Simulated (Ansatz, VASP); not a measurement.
## One calculation of In, two programs

```
CELL_PARAMETERS angstrom
0.00000 2.76188 2.76188
2.76188 0.00000 2.76188
2.76188 2.76188 0.00000
ATOMIC_POSITIONS crystal
In 0.87500 0.87500 0.87500
In 0.12500 0.12500 0.12500
```

Change from the starting cell: volume scaled by 0.55, LAPW.

Alike in both runs: task single point; functional PBE; k mesh 11 × 11 × 11; occupations fermi-dirac, width 0.1 eV; no spin polarisation.

|  | VASP | Ansatz |
| --- | --- | --- |
| version | VASP 6.6.1 | Ansatz 0.2.0 |
| potentials or method | VASP PAW PBE potentials, release 64 (In_d), cutoff 520 eV | all-electron LAPW, scalar-relativistic |

Ansatz gave:

```
pressure (GPa) : 59.2
```

Q: What did VASP give for the same quantities?

A: Pressure (GPa): 59.4.

Both programs put the cell under a high pressure, so it lies far from rest at this level. Ansatz ran all-electron here, and VASP with PAW potentials.
